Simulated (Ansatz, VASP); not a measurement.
**One calculation of GaN, two programs**

```
Ga N
1.0
     2.86538    0.00000    0.00000
    -1.43269    2.48150    0.00000
     0.00000    0.00000    7.87604
Ga N
2 2
Cartesian
  0.0000 1.6543 1.9690
  1.4327 0.8272 5.9070
  0.0000 1.6543 5.9070
  1.4327 0.8272 1.9690
```

Alike in both runs: task relaxation of cell and atoms; functional r2SCAN; k mesh 12 × 12 × 4; occupations gaussian, width 0.1 eV; no spin polarisation.

```csv
,VASP,Ansatz
version,VASP 6.6.1,Ansatz 0.2.0
potentials or method,"VASP PAW PBE potentials, release 64 (Ga_d, N), cutoff 600 eV","scalar-relativistic, plane waves, PAW"
valence electrons in the cell,36,36
```

Ansatz gave:

- gap on the k mesh at the Fermi level, each at its own relaxed structure (eV): 1.87
- relaxed volume (Å³/atom): 11.22
- relaxed cell length with the largest relative difference (Å): 4.773

**Question.** Which values does VASP return?

**Answer.** gap on the k mesh at the Fermi level, each at its own relaxed structure (eV): 1.86; relaxed volume (Å³/atom): 11.22; relaxed cell length with the largest relative difference (Å): 4.731.

VASP's potentials were made for PBE, not for r2SCAN.

Noted on VASP's run: the volume moved by over 15 % at a fixed basis, so the end points are rough.
